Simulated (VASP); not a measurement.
# MgO (I4mm) in VASP: notebook

The runs below take MgO through single point, with PBE.

All numbers are computed with VASP 6.6.1; they aren't measurements. Logs are shortened: lines on timing, memory, paths and dates and some standing lists are left out, and cuts for length are marked.

### Step 1. The cell of the first run

The structure is tetragonal, space group I4mm (No. 107). Conventional cell: a = 3.020 Å, b = 3.020 Å, c = 4.270 Å, α = 90.00°, β = 90.00°, γ = 90.00°. Mg (site symmetry 4mm) has 1 O at 1.54 Å within 2.0 Å. O (site symmetry 4mm) has 1 Mg at 1.54 Å within 2.0 Å.

### Step 2. Single point, PBE (atom 2 (O) moved by (+0.000, -0.600) A along [1 1 0] and z)

The input, INCAR:

```
SYSTEM = MgO
ALGO = Normal
EDIFF = 1E-6
ENCUT = 520
GGA = PE
ISIF = 2
ISMEAR = 0
LASPH = .True.
LCHARG = .False.
LREAL = .False.
LWAVE = .False.
NBANDS = 11
NELM = 60
PREC = Accurate
SIGMA = 0.05
```

The input, KPOINTS:

```
k-points
0
Gamma
  10 10 10
  0 0 0
```

The input, POSCAR:

```
MgO
1.0
    0.0000000000      2.1351500000      2.1351500000
    2.1351500000      0.0000000000      2.1351500000
    2.1351500000      2.1351500000      0.0000000000
Mg O
1 1
Direct
    0.0000000000      0.0000000000      0.0000000000
    0.3594946491      0.3594946491      0.6405053509
```

Potentials or basis: VASP PAW PBE potentials, release 64 (Mg, O).

Run with:

```console
cat potpaw_PBE.64/Mg/POTCAR potpaw_PBE.64/O/POTCAR > POTCAR
mpirun -np 1 vasp_std > vasp.out
```

OUTCAR:

```text
SYSTEM = MgO
   EDIFF = 1E-6
   ENCUT = 520
   GGA = PE
   ISIF = 2
   ISMEAR = 0
   LASPH = .True.
   LREAL = .False.
   NELM = 60
   PREC = Accurate

 ion  position               nearest neighbor table
   1  0.000  0.000  0.000-   2 1.54   2 2.22   2 2.22   2 2.22   2 2.22   2 2.74
   2  0.359  0.359  0.641-   1 1.54   1 2.22   1 2.22   1 2.22   1 2.22   1 2.74

  LATTYP: Found a face centered cubic cell.
 ALAT       =     4.2703000000

  Lattice vectors:

 A1 = (   0.0000000000,   2.1351500000,   2.1351500000)
 A2 = (   2.1351500000,   0.0000000000,   2.1351500000)
 A3 = (   2.1351500000,   2.1351500000,   0.0000000000)

Analysis of symmetry for initial positions (statically):
=====================================================================
 Subroutine PRICEL returns:
 Original cell was already a primitive cell.

 Routine SETGRP: Setting up the symmetry group for a
 face centered cubic supercell.

 Subroutine GETGRP returns: Found  8 space group operations
 (whereof  8 operations were pure point group operations)
 out of a pool of 48 trial point group operations.

The static configuration has the point symmetry C_4v.

Analysis of symmetry for dynamics (positions and initial velocities):
=====================================================================
 Subroutine PRICEL returns:
 Original cell was already a primitive cell.

 Routine SETGRP: Setting up the symmetry group for a
 face centered cubic supercell.

 Subroutine GETGRP returns: Found  8 space group operations
 (whereof  8 operations were pure point group operations)
 out of a pool of 48 trial point group operations.

The dynamic configuration has the point symmetry C_4v.

 Subroutine INISYM returns: Found  8 space group operations
 (whereof  8 operations are pure point group operations),
 and found     1 'primitive' translations

----------------------------------------------------------------------------------------

                                     Primitive cell

  volume of cell :      19.4677

  direct lattice vectors                    reciprocal lattice vectors
     0.000000000  2.135150000  2.135150000    -0.234175585  0.234175585  0.234175585
     2.135150000  0.000000000  2.135150000     0.234175585 -0.234175585  0.234175585
     2.135150000  2.135150000  0.000000000     0.234175585  0.234175585 -0.234175585

  length of vectors
     3.019558088  3.019558088  3.019558088     0.405604011  0.405604011  0.405604011

  position of ions in fractional coordinates (direct lattice)
     0.000000000  0.000000000  0.000000000
     0.359494649  0.359494649  0.640505351

  ion indices of the primitive-cell ions
   primitive index   ion index
                 1           1
                 2           2

----------------------------------------------------------------------------------------

 KPOINTS: k-points

Automatic generation of k-mesh.
 Grid dimensions read from file:
 generate k-points for:   10   10   10

 Generating k-lattice:

  Cartesian coordinates                     Fractional coordinates (reciprocal lattice)
    -0.023417558  0.023417558  0.023417558     0.100000000  0.000000000  0.000000000
     0.023417558 -0.023417558  0.023417558     0.000000000  0.100000000  0.000000000
     0.023417558  0.023417558 -0.023417558     0.000000000  0.000000000  0.100000000

  Length of vectors
     0.040560401  0.040560401  0.040560401

  Shift w.r.t. Gamma in fractional coordinates (k-lattice)
     0.000000000  0.000000000  0.000000000

 Subroutine IBZKPT returns following result:
 ===========================================

 Found    102 irreducible k-points:

 Following reciprocal coordinates:
            Coordinates               Weight
  0.000000  0.000000  0.000000      1.000000
  0.100000  0.000000  0.000000      8.000000
  0.200000  0.000000  0.000000      8.000000
  0.300000  0.000000  0.000000      8.000000
  0.400000  0.000000  0.000000      8.000000
  0.500000  0.000000  0.000000      4.000000
[... 16 lines left out ...]
 -0.100000  0.100000  0.000000      4.000000
  0.000000 -0.100000  0.100000      8.000000
 [... further k-points ...]
   k-points           NKPTS =    102   k-points in BZ     NKDIM =    102   number of bands    NBANDS=     11
   number of dos      NEDOS =    301   number of ions     NIONS =      2
   total plane-waves  NPLWV =  13824
   dimension x,y,z NGX =    24 NGY =   24 NGZ =   24
   dimension x,y,z NGXF=    48 NGYF=   48 NGZF=   48
   ions per type =               1   1
   NGX,Y,Z   is equivalent  to a cutoff of  13.21, 13.21, 13.21 a.u.
   NGXF,Y,Z  is equivalent  to a cutoff of  26.43, 26.43, 26.43 a.u.
 SYSTEM =  MgO
   PREC   = accura    normal or accurate (medium, high low for compatibility)
   ISTART =      0    job   : 0-new  1-cont  2-samecut
   ICHARG =      2    charge: 1-file 2-atom 10-const
   ISPIN  =      1    spin polarized calculation?
   LNONCOLLINEAR =      F non collinear calculations
   LSORBIT =      F    spin-orbit coupling
   LASPH  =      T    aspherical Exc in radial PAW
   ENCUT  =  520.0 eV  38.22 Ry    6.18 a.u.   5.61  5.61  5.61*2*pi/ulx,y,z
   NELM   =     60;   NELMIN=  2; NELMDL= -5     # of ELM steps
   EDIFF  = 0.1E-05   stopping-criterion for ELM
   LREAL  =      F    real-space projection
   EDIFFG = 0.1E-04   stopping-criterion for IOM
   NSW    =      0    number of steps for IOM
   IBRION =     -1    ionic relax: 0-MD 1-quasi-New 2-CG
   NFREE  =      0    steps in history (QN), initial steepest desc. (CG)
   ISIF   =      2    stress and relaxation
   ISYM   =      2    0-nonsym 1-usesym 2-fastsym
   POTIM  = 0.5000    time-step for ionic-motion
   TEBEG  =    0.0;   TEEND  =   0.0 temperature during run
   PSTRESS=    0.0 pullay stress
   NELECT =       8.0000    total number of electrons
   NUPDOWN=      -1.0000    fix difference up-down
   EMIN   =  10.00;   EMAX   =-10.00  energy-range for DOS
   EFERMI =   0.00;   METHOD = LEGACY
   ISMEAR =     0;   SIGMA  =   0.05  broadening in eV -4-tet -1-fermi 0-gaus
   EFERMI_NEDOS =   21; number of points for ismear=-14 and -15
   IALGO  =     38    algorithm
   IMIX   =      4    mixing-type and parameters
     AMIX     =   0.40;   BMIX     =  1.00
     AMIX_MAG =   1.60;   BMIX_MAG =  1.00
  volume/ion in A,a.u.               =       9.73        65.69
  Fermi-wavevector in a.u.,A,eV,Ry     =   1.217119  2.300022 20.155386  1.481379
  Thomas-Fermi vector in A             =   2.352450
   LORBIT       =      0    0 simple, 1 ext, 2 COOP (PROOUT), +10 PAW based schemes
   GGA     = PE    functional components
   LHFCALC =     F    Hartree Fock is set to
   AEXX    =    0.0000 exact exchange contribution
   IVDW    =     0    specifies the selected vdW correction
   LEPSILON=     F    determine dielectric tensor
   LRPA    =     F    only Hartree local field effects (RPA)
 non-spin polarized calculation
 Gauss-broadening in eV      SIGMA  =   0.05
  energy-cutoff  :      520.00
  volume of cell :       19.47
 maximum number of plane-waves:       544
   NGX = 11   NGY = 11   NGZ = 11

 number of electron       8.0000000 magnetization

 Free energy of the ion-electron system (eV)
  ---------------------------------------------------
  ext. energy  EPLUGINS =         0.00000000
  ---------------------------------------------------
  free energy    TOTEN  =        -9.67326678 eV

  energy without entropy =       -9.67326678  energy(sigma->0) =       -9.67326678

 E-fermi :   2.8605     XC(G=0): -10.7495

 val. band max:        2.5683203063   @ k =   0.0000   0.1000   0.1000
 cond. band min:       6.8761877430   @ k =   0.0000   0.0000   0.0000
 fundamental gap:      4.3078674366
 Fermi energy:         2.8604823266

 k-point     1 :       0.0000    0.0000    0.0000
  band No.  band energies     occupation
      1     -14.2850      2.00000
      2       2.4459      2.00000
      3       2.5063      2.00000
      4       2.5063      2.00000
      5       6.8762      0.00000
      6      19.0060      0.00000
      7      19.6707      0.00000
      8      19.6707      0.00000
      9      21.5295      0.00000
     10      24.1528      0.00000
     11      24.7272      0.00000

 k-point     2 :       0.1000    0.0000    0.0000
  band No.  band energies     occupation
      1     -14.1927      2.00000
      2       1.8068      2.00000
      3       2.4699      2.00000
      4       2.5521      2.00000
      5       7.4588      0.00000
      6      17.5157      0.00000
      7      19.5834      0.00000
      8      19.7547      0.00000
      9      23.0143      0.00000
     10      23.2022      0.00000
     11      24.1787      0.00000

 k-point     3 :       0.2000    0.0000    0.0000
  band No.  band energies     occupation
      1     -13.9405      2.00000
      2       0.6687      2.00000
      3       2.3763      2.00000
      4       2.4601      2.00000
      5       8.6390      0.00000
      6      15.6975      0.00000
      7      19.5015      0.00000
      8      19.6621      0.00000
      9      22.8354      0.00000
     10      22.8358      0.00000
     11      25.1553      0.00000

 k-point     4 :       0.3000    0.0000    0.0000
  band No.  band energies     occupation
      1     -13.6051      2.00000
      2      -0.4520      2.00000
      3       2.2636      2.00000
      4       2.3368      2.00000
      5       9.7264      0.00000
      6      14.5307      0.00000
      7      19.1498      0.00000
      8      19.2581      0.00000
      9      22.6484      0.00000
     10      23.7445      0.00000
     11      25.4024      0.00000
[... 239 lines left out ...]
 k-point    22 :       0.0000   -0.2000    0.1000
  band No.  band energies     occupation
      1     -13.7673      2.00000
      2       0.2802      2.00000
      3       1.9759      2.00000
      4       2.4397      2.00000
      5       9.3073      0.00000
      6      15.1586      0.00000
      7      18.0978      0.00000
      8      20.5841      0.00000
      9      22.6407      0.00000
     10      23.7974      0.00000
     11      24.9597      0.00000

 k-point    23 :      -0.1000    0.1000    0.0000
  band No.  band energies     occupation
      1     -14.0488      2.00000
      2       1.0659      2.00000
      3       2.4625      2.00000
      4       2.4684      2.00000
      5       8.3086      0.00000
      6      16.2883      0.00000
      7      19.0593      0.00000
      8      19.8040      0.00000
      9      22.0118      0.00000
     10      23.5669      0.00000
     11      25.1171      0.00000

 k-point    24 :       0.0000   -0.1000    0.1000
  band No.  band energies     occupation
      1     -14.0468      2.00000
      2       1.2472      2.00000
      3       2.2249      2.00000
      4       2.5311      2.00000
      5       8.1736      0.00000
      6      16.3901      0.00000
      7      18.9905      0.00000
      8      20.1912      0.00000
      9      22.7293      0.00000
     10      23.8732      0.00000
     11      24.3950      0.00000

 [... further k-points ...]
[... 5 lines left out ...]
  --------------------------------------------------------------------------------------
  -------------------------------------------------------------------------------------
  Total       -0.8432797     -0.8432797     19.5494862      0.0000000     -0.0000000      0.0000000
  in kB      -69.4012164    -69.4012164   1608.9063335      0.0000000     -0.0000000      0.0000000
  external PRESSURE =     490.0346336 kB  Pullay stress =       0.0000000 kB

 VOLUME and BASIS-vectors are now :
 -----------------------------------------------------------------------------
  energy-cutoff  :      520.00
  volume of cell :       19.47
      direct lattice vectors                 reciprocal lattice vectors
     0.000000000  2.135150000  2.135150000    -0.234175585  0.234175585  0.234175585
     2.135150000  0.000000000  2.135150000     0.234175585 -0.234175585  0.234175585
     2.135150000  2.135150000  0.000000000     0.234175585  0.234175585 -0.234175585

 POSITION                                       TOTAL-FORCE (eV/Angst)
 -----------------------------------------------------------------------------------
      0.00000      0.00000      0.00000         0.000000      0.000000    -13.351445
      2.13515      2.13515      1.53515         0.000000      0.000000     13.351445
 -----------------------------------------------------------------------------------
    total drift:                                0.000001      0.000001      0.000859

  FREE ENERGIE OF THE ION-ELECTRON SYSTEM (eV)
  ---------------------------------------------------
  free  energy   TOTEN  =        -9.6732667839 eV

  energy  without entropy=       -9.6732667839  energy(sigma->0) =       -9.67326678
```

Run time: 21 s. Hardware: 1 thread of AMD EPYC 7R43 (Zen 3), shared host; peak memory 0.12 GiB.

Results:

```yaml
Free_energy: -9.6733 eV
Pressure: 49.0 GPa
Largest_force: 13.351 eV/Å
Band_gap_on_the_k_mesh: 4.31 eV, indirect (least direct gap 4.37 eV)
```

Forces in eV/Å, atoms in the order of the input:
```
Mg    0.000   0.000 -13.351
O     0.000   0.000  13.351
```

Levels at points of the mesh, in eV from the valence-band top:
| k point | band 1 | band 2 | band 3 | band 4 | band 5 | band 6 | band 7 | band 8 |
| --- | --- | --- | --- | --- | --- | --- | --- | --- |
| (0.00, 0.00, 0.00) | -16.85 | -0.12 | -0.06 | -0.06 | 4.31 | 16.44 | 17.10 | 17.10 |
| (0.50, 0.00, 0.00) | -15.76 | -4.13 | -0.43 | -0.37 | 7.92 | 11.42 | 15.95 | 16.53 |
| (0.50, 0.50, 0.00) | -15.54 | -3.12 | -1.10 | -1.10 | 8.29 | 9.40 | 12.60 | 18.73 |
| (0.00, 0.50, 0.50) | -15.49 | -3.66 | -1.41 | -0.90 | 8.66 | 10.18 | 12.93 | 18.25 |

Caveat: the cell differs from its parent crystal (atom 2 (O) moved by (+0.000, -0.600) A along [1 1 0] and z); forces of over 1 eV/Å act on the atoms, so gaps and moduli don't describe the material at rest.

### Step 3. Single point, PBE (atom 2 (O) moved by (+0.000, -0.300) A along [1 1 0] and z)

The input, INCAR:

```
PREC = Accurate
ENCUT = 520
EDIFF = 1E-6
ISMEAR = 0
SIGMA = 0.05
LREAL = False
LASPH = True
NELM = 100
ALGO = Normal
ISIF = 2
LWAVE = False
LCHARG = False
GGA = PE
NBANDS = 11
```

The input, KPOINTS:

```
regular mesh
0
Gamma
  10 10 10
```

POSCAR, as its differences from that of step 2:

```diff
@@ -9,2 +9,2 @@
     0.0000000000      0.0000000000      0.0000000000
-    0.3594946491      0.3594946491      0.6405053509
+    0.4297473245      0.4297473245      0.5702526755
```

Potentials or basis: VASP PAW PBE potentials, release 64 (Mg, O).

Run with:

```console
cat potpaw_PBE.64/Mg/POTCAR potpaw_PBE.64/O/POTCAR > POTCAR
mpirun -np 1 vasp_std > vasp.out
```

OUTCAR:

```text
PREC = Accurate
   ENCUT = 520
   EDIFF = 1E-6
   ISMEAR = 0
   LREAL = False
   LASPH = True
   NELM = 100
   ISIF = 2
   GGA = PE

 ion  position               nearest neighbor table
   1  0.000  0.000  0.000-   2 1.84   2 2.16   2 2.16   2 2.16   2 2.16   2 2.44
   2  0.430  0.430  0.570-   1 1.84   1 2.16   1 2.16   1 2.16   1 2.16   1 2.44

  LATTYP: Found a face centered cubic cell.
 ALAT       =     4.2703000000

  Lattice vectors:

 A1 = (   0.0000000000,   2.1351500000,   2.1351500000)
 A2 = (   2.1351500000,   0.0000000000,   2.1351500000)
[... 514 lines left out ...]
      8      19.3802      0.00000
      9      22.2623      0.00000
     10      23.4528      0.00000
     11      24.9950      0.00000

 [... further k-points ...]
[... 5 lines left out ...]
  --------------------------------------------------------------------------------------
  -------------------------------------------------------------------------------------
  Total       -0.4738066     -0.4738066      3.2535813      0.0000000      0.0000000      0.0000000
  in kB      -38.9938903    -38.9938903    267.7670178      0.0000000      0.0000000      0.0000000
  external PRESSURE =      63.2597457 kB  Pullay stress =       0.0000000 kB

 VOLUME and BASIS-vectors are now :
 -----------------------------------------------------------------------------
  energy-cutoff  :      520.00
  volume of cell :       19.47
      direct lattice vectors                 reciprocal lattice vectors
     0.000000000  2.135150000  2.135150000    -0.234175585  0.234175585  0.234175585
     2.135150000  0.000000000  2.135150000     0.234175585 -0.234175585  0.234175585
     2.135150000  2.135150000  0.000000000     0.234175585  0.234175585 -0.234175585

 POSITION                                       TOTAL-FORCE (eV/Angst)
 -----------------------------------------------------------------------------------
      0.00000      0.00000      0.00000         0.000000      0.000000     -2.369390
      2.13515      2.13515      1.83515         0.000000      0.000000      2.369390
 -----------------------------------------------------------------------------------
    total drift:                                0.000000      0.000000      0.001030

  FREE ENERGIE OF THE ION-ELECTRON SYSTEM (eV)
  ---------------------------------------------------
  free  energy   TOTEN  =       -11.6328169557 eV

  energy  without entropy=      -11.6328169557  energy(sigma->0) =      -11.63281696
```

Run time: 21 s. Hardware: 1 thread of AMD EPYC 7R43 (Zen 3), shared host; peak memory 0.12 GiB.

Results:

```yaml
Free_energy: -11.6328 eV
Pressure: 6.3 GPa
Largest_force: 2.369 eV/Å
Band_gap_on_the_k_mesh: 4.32 eV, direct
```

Forces on the atoms (eV/Å):
```
Mg   0.000  0.000 -2.369
O    0.000  0.000  2.369
```

Caveat: the cell differs from its parent crystal (atom 2 (O) moved by (+0.000, -0.300) A along [1 1 0] and z); forces of over 1 eV/Å act on the atoms, so gaps and moduli don't describe the material at rest.
